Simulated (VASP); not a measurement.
# Ag (R-3m) in VASP: notebook, part 2 of 2

VASP 6.6.1. The steps go on from the part before.

### 5 Single point, PBEsol (17.68 Å³/atom)

This run uses another cell than the first one, of 17.68 Å³/atom.

File INCAR:

```
SYSTEM = Ag
  PREC = Accurate
  ENCUT = 520
  EDIFF = 1E-6
  ISMEAR = 0
  SIGMA = 0.1
  LREAL = .FALSE.
  LASPH = .TRUE.
  NELM = 60
  ALGO = Fast
  ISIF = 2
  LWAVE = .FALSE.
  LCHARG = .FALSE.
  GGA = PS
  NBANDS = 24
```

File KPOINTS:

```
Automatic mesh
0
G
  18 18 18
  0 0 0
```

File POSCAR:

```
Ag
1.0
    1.4625026455      0.8443762961      7.1573481396
   -1.4625026455      0.8443762961      7.1573481396
    0.0000000000     -1.6887525921      7.1573481396
Ag
3
Direct
    0.0000000000      0.0000000000      0.0000000000
    0.7776871195      0.7776871195      0.7776871195
    0.2223128805      0.2223128805      0.2223128805
```

Potentials or basis: VASP PAW PBE potentials, release 64 (Ag).

Launch:

```sh
$ cat potpaw_PBE.64/Ag/POTCAR > POTCAR
$ mpirun -np 1 vasp_std > vasp.out
```

OUTCAR:

```text
SYSTEM = Ag
   PREC = Accurate
   ENCUT = 520
   EDIFF = 1E-6
   ISMEAR = 0
   LREAL = .FALSE.
   LASPH = .TRUE.
   NELM = 60
   ISIF = 2
   GGA = PS

 ion  position               nearest neighbor table
   1  0.000  0.000  0.000-   2 2.92   3 2.92   2 2.92   2 2.92   3 2.92   3 2.92
   2  0.778  0.778  0.778-   1 2.92   1 2.92   1 2.92   3 2.93   3 2.93   3 2.93
   3  0.222  0.222  0.222-   1 2.92   1 2.92   1 2.92   2 2.93   2 2.93   2 2.93

  LATTYP: Found a trigonal (rhomboedric) cell.
 ALAT       =     7.3538777328
 COS(alpha) =     0.9208974459

  Lattice vectors:

 A1 = (   1.4625026455,   0.8443762961,   7.1573481396)
 A2 = (  -1.4625026455,   0.8443762961,   7.1573481396)
 A3 = (   0.0000000000,  -1.6887525921,   7.1573481396)

Analysis of symmetry for initial positions (statically):
=====================================================================
 Subroutine PRICEL returns:
 Original cell was already a primitive cell.

 Routine SETGRP: Setting up the symmetry group for a
 trigonal (rhombohedral) supercell.

 Subroutine GETGRP returns: Found 12 space group operations
 (whereof 12 operations were pure point group operations)
 out of a pool of 12 trial point group operations.

The static configuration has the point symmetry D_3d.

Analysis of symmetry for dynamics (positions and initial velocities):
=====================================================================
 Subroutine PRICEL returns:
 Original cell was already a primitive cell.

 Routine SETGRP: Setting up the symmetry group for a
 trigonal (rhombohedral) supercell.

 Subroutine GETGRP returns: Found 12 space group operations
 (whereof 12 operations were pure point group operations)
 out of a pool of 12 trial point group operations.

The dynamic configuration has the point symmetry D_3d.
[... 115 lines left out ...]
   EFERMI =   0.00;   METHOD = LEGACY
   ISMEAR =     0;   SIGMA  =   0.10  broadening in eV -4-tet -1-fermi 0-gaus
   EFERMI_NEDOS =   21; number of points for ismear=-14 and -15
   IALGO  =     68    algorithm
   IMIX   =      4    mixing-type and parameters
     AMIX     =   0.40;   BMIX     =  1.00
     AMIX_MAG =   1.60;   BMIX_MAG =  1.00
  volume/ion in A,a.u.               =      17.68       119.29
  Fermi-wavevector in a.u.,A,eV,Ry     =   1.397658  2.641190 26.578256  1.953447
  Thomas-Fermi vector in A             =   2.520892
   LORBIT       =      0    0 simple, 1 ext, 2 COOP (PROOUT), +10 PAW based schemes
   GGA     = PS    functional components
   LHFCALC =     F    Hartree Fock is set to
   AEXX    =    0.0000 exact exchange contribution
   IVDW    =     0    specifies the selected vdW correction
   LEPSILON=     F    determine dielectric tensor
   LRPA    =     F    only Hartree local field effects (RPA)
 non-spin polarized calculation
 RMM-DIIS sequential band-by-band and
 Gauss-broadening in eV      SIGMA  =   0.10
  energy-cutoff  :      520.00
  volume of cell :       53.03
 maximum number of plane-waves:      1473
   NGX = 27   NGY = 27   NGZ = 27

 number of electron      33.0000000 magnetization

 Free energy of the ion-electron system (eV)
  ---------------------------------------------------
  ext. energy  EPLUGINS =         0.00000000
  ---------------------------------------------------
  free energy    TOTEN  =        -9.85977957 eV

  energy without entropy =       -9.85575724  energy(sigma->0) =       -9.85776841

 E-fermi :   7.7154     XC(G=0): -12.1970

 val. band max:        7.7081475089   @ k =  -0.3333  -0.3889   0.1111
 cond. band min:       7.7170974837   @ k =   0.3889   0.3889   0.2778
 fundamental gap:      0.0089499748
 Fermi energy:         7.7154431288

 k-point     1 :       0.0000    0.0000    0.0000
  band No.  band energies     occupation
      1       0.1730      2.00000
      2       1.6764      2.00000
      3       1.6854      2.00000
      4       3.0858      2.00000
      5       3.0858      2.00000
      6       3.0996      2.00000
[... 637 lines left out ...]
     23      20.6663      0.00000
     24      21.4457      0.00000

 [... further k-points ...]

------------------------ aborting loop because EDIFF is reached ----------------------------------------

  FORCE on cell =-STRESS in cart. coord.  units (eV):
  Direction    XX          YY          ZZ          XY          YZ          ZX
  --------------------------------------------------------------------------------------
  -------------------------------------------------------------------------------------
  Total       -1.9632952     -1.9632952     -1.9600755      0.0000000     -0.0000000     -0.0000000
  in kB      -59.3143954    -59.3143954    -59.2171210      0.0000000     -0.0000000     -0.0000000
  external PRESSURE =     -59.2819706 kB  Pullay stress =       0.0000000 kB

 VOLUME and BASIS-vectors are now :
 -----------------------------------------------------------------------------
  energy-cutoff  :      520.00
  volume of cell :       53.03
      direct lattice vectors                 reciprocal lattice vectors
     1.462502646  0.844376296  7.157348140     0.341879723  0.197384350  0.046572184
    -1.462502646  0.844376296  7.157348140    -0.341879723  0.197384350  0.046572184
     0.000000000 -1.688752592  7.157348140     0.000000000 -0.394768701  0.046572184

 POSITION                                       TOTAL-FORCE (eV/Angst)
 -----------------------------------------------------------------------------------
      0.00000      0.00000      0.00000         0.000000     -0.000000      0.000000
      0.00000      0.00000     16.69853         0.000000      0.000000      0.000923
      0.00000      0.00000      4.77351         0.000000     -0.000000     -0.000923
 -----------------------------------------------------------------------------------
    total drift:                               -0.000000      0.000000     -0.000000

  FREE ENERGIE OF THE ION-ELECTRON SYSTEM (eV)
  ---------------------------------------------------
  free  energy   TOTEN  =        -9.8597795745 eV

  energy  without entropy=       -9.8557572401  energy(sigma->0) =       -9.85776841
```

OSZICAR:

```text
N       E                     dE             d eps       ncg     rms          rms(c)
DAV:   1     0.206096960893E+03    0.20610E+03   -0.16417E+04 27992   0.132E+03
DAV:   2    -0.738323481457E+01   -0.21348E+03   -0.19881E+03 28928   0.306E+02
DAV:   3    -0.108539102263E+02   -0.34707E+01   -0.34581E+01 33392   0.455E+01
DAV:   4    -0.108669684661E+02   -0.13058E-01   -0.13057E-01 30760   0.268E+00
DAV:   5    -0.108670997069E+02   -0.13124E-03   -0.13124E-03 34216   0.295E-01    0.879E+00
RMM:   6    -0.989146657760E+01    0.97563E+00   -0.27388E+00 27844   0.120E+01    0.527E+00
RMM:   7    -0.987018255076E+01    0.21284E-01   -0.55091E-02 28672   0.178E+00    0.313E+00
RMM:   8    -0.985985836295E+01    0.10324E-01   -0.35469E-03 29467   0.505E-01    0.323E-01
RMM:   9    -0.985976933710E+01    0.89026E-04   -0.68203E-04 30260   0.185E-01    0.407E-02
RMM:  10    -0.985978193649E+01   -0.12599E-04   -0.92333E-05 30696   0.591E-02    0.608E-02
RMM:  11    -0.985977969670E+01    0.22398E-05   -0.12755E-05 30228   0.237E-02    0.306E-02
RMM:  12    -0.985977957449E+01    0.12221E-06   -0.41739E-06 24250   0.146E-02
   1 F= -.98597796E+01 E0= -.98577684E+01  d E =-.402233E-02
```

stdout:

```text
POSCAR found type information on POSCAR Ag
 POSCAR found :  1 types and       3 ions
 scaLAPACK will be used
 -----------------------------------------------------------------------------
|                                                                             |
|                                                                             |
|     You enforced a specific xc type in the INCAR file but a different       |
|     I HOPE YOU KNOW WHAT YOU ARE DOING!                                     |
|                                                                             |
 -----------------------------------------------------------------------------

 LDA part: xc-table for (Slater+PW92), standard interpolation
 POSCAR, INCAR and KPOINTS ok, starting setup
 FFT: planning ... GRIDC
 FFT: planning ... GRID_SOFT
 FFT: planning ... GRID
 WAVECAR not read
 entering main loop
```

Run time: 34 min. Hardware: 1 thread of Intel Xeon Platinum 8488C (Sapphire Rapids), shared host; peak memory 0.85 GiB.

Results:

- Free energy: -9.8598 eV
- Pressure: -5.9 GPa
- Band gap on the k mesh: zero (an odd number of electrons rules out a gap without spin polarisation)

Levels at points of the mesh, in eV from the Fermi level:
```
           k point  band 15  band 16  band 17  band 18  band 19  band 20
(0.00, 0.00, 0.00)    -3.21    -3.20    -3.11    -3.11     7.74     7.76
(0.50, 0.00, 0.00)    -2.78    -0.05     1.21     1.25     4.75     4.95
(0.50, 0.50, 0.00)    -2.74     0.26     0.52     1.49     3.93     5.83
(0.50, 0.50, 0.50)    -3.53    -2.96    -2.96    -0.33     3.42    13.87
```

Caveat: the cell stands under tension; the PAW data sets were made with another functional, which shifts forces and pressure a little.

### 6 The runs side by side

```tsv
cell	k mesh	gap on the mesh (eV)	pressure (GPa)
a = 7.403 Å, angles 23.0°, 3 atoms, atomic positions A	18 × 18 × 18	none	-7.5
a = 2.869, b = 2.869, c = 7.212 Å, angles 90.0, 78.5, 120.0°, 3 atoms, atomic positions B	12 × 12 × 5	none	0.0
a = 7.284 Å, angles 22.9°, 3 atoms, atomic positions A	18 × 18 × 18	none	-3.4
a = 7.354 Å, angles 22.9°, 3 atoms, atomic positions A	18 × 18 × 18	none	-5.9
```

Alike in all rows: task single point; level PBEsol; potentials or basis VASP PAW PBE potentials, release 64 (Ag); no spin polarisation; cutoff (eV) 520; smearing gaussian 0.1 eV.

Caveats: the PAW data sets were made with another functional, which shifts forces and pressure a little; the cell stands under tension (at least some runs).

Total energies depend on the potentials used, so only differences within one code and one set of settings carry meaning.
